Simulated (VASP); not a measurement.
## Al: single point with PBEsol

The system is Al.

```
Al
1.0
     0.00000    2.00754    2.00754
     2.00754    0.00000    2.00754
     2.00754    2.00754    0.00000
Al
1
Direct
  0.00000 0.00000 0.00000
```

```
Program                : VASP 6.6.1
Task                   : single point
Functional             : PBEsol
Potentials or basis    : VASP PAW PBE potentials, release 64 (Al)
Cutoff                 : 520 eV
k mesh                 : 18 × 18 × 18
Occupations            : fermi-dirac, width 0.05 eV
Spin                   : no spin polarisation
Dipole correction      : no
Further INCAR settings : ALGO = Normal; EDIFF = 1e-06; NBANDS = 8
```

| Quantity | Value |
| --- | --- |
| Pressure | 0.1 GPa |

Levels at points of the mesh, in eV from the Fermi level:
| k point | band 1 | band 2 | band 3 | band 4 | band 5 |
| --- | --- | --- | --- | --- | --- |
| (0.00, 0.00, 0.00) | -11.25 | 12.71 | 12.71 | 12.71 | 14.35 |
| (0.50, 0.00, 0.00) | -4.66 | -4.39 | 11.53 | 11.53 | 11.61 |
| (0.50, 0.50, 0.00) | -2.96 | -1.60 | 5.27 | 5.69 | 5.69 |

Wall time 14 s on 1 thread of Intel Xeon 6975P-C, on a shared host, peak memory 0.14 GiB.

Caveat: the PAW data sets were made with another functional, which shifts forces and pressure a little.
